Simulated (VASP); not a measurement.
Set up this calculation in VASP 6.6.1, as the native input.

```yaml
Task: single point
Functional: PBEsol
Potentials_or_basis: VASP PAW PBE potentials, release 64 (Na_pv)
Cutoff: 500 eV
k_mesh: 11 × 11 × 11
Occupations: fermi-dirac, width 0.1 eV
Spin: no spin polarisation
Dipole_correction: no
Further_INCAR_settings: ALGO = Normal; EDIFF = 1e-06; NBANDS = 10
```

The structure of Na lies in POSCAR:

```
Na
1.0
   -1.8882910000      1.8882910000      2.6372765000
    1.8882910000     -1.8882910000      2.6372765000
    1.8882910000      1.8882910000     -2.6372765000
Na
1
Direct
    0.0000000000      0.0000000000      0.0000000000
```

The input as run:

INCAR

```
PREC = Accurate
ENCUT = 500
EDIFF = 1E-6
ISMEAR = -1
SIGMA = 0.1
LREAL = False
LASPH = True
NELM = 120
ALGO = Normal
ISIF = 2
LWAVE = False
LCHARG = False
GGA = PS
NBANDS = 10
GGA_COMPAT = False
```

KPOINTS

```
regular mesh
0
Gamma
  11 11 11
```

Potentials or basis: VASP PAW PBE potentials, release 64 (Na_pv).

Launch:

```bash
$ cat potpaw_PBE.64/Na_pv/POTCAR > POTCAR
$ mpirun -np 1 vasp_std > vasp.out
```

Results of the run:

```json
{
 "Pressure": "-0.3 GPa",
 "Band gap on the k mesh": "zero (an odd number of electrons rules out a gap without spin polarisation)"
}
```

Caveat: the PAW data sets were made with another functional, which shifts forces and pressure a little.

Run time: 15 s on 1 thread of Intel(R) Xeon(R) Platinum 8488C (Sapphire Rapids) (shared host), peak memory 0.17 GiB.
